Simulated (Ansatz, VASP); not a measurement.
One calculation of Mo, two programs

```xyz
1
Lattice="-1.5814 1.5814 1.5814 1.5814 -1.5814 1.5814 1.5814 1.5814 -1.5814" Properties=species:S:1:pos:R:3 pbc="T T T"
Mo    0.0000    0.0000    0.0000
```

Alike in both runs: functional PBE; k mesh 14 × 14 × 14; occupations fermi-dirac, width 0.1 eV; no spin polarisation.

Ansatz relaxed the structure, and its values are those at the end. VASP's run is a single point on that final structure, the one shown.

```csv
,VASP,Ansatz
version,VASP 6.6.1,Ansatz 0.2.0
potentials or method,"VASP PAW PBE potentials, release 64 (Mo_sv), cutoff 520 eV","plane waves (420 eV) with PAW, scalar-relativistic"
valence electrons in the cell,14,14
```

|  | VASP | Ansatz | Ansatz less VASP |
| --- | --- | --- | --- |
| pressure (GPa) | 0.5 | 0.0 | -0.51 |

The functional is the same, so the differences come from potentials, cutoffs and numerics.
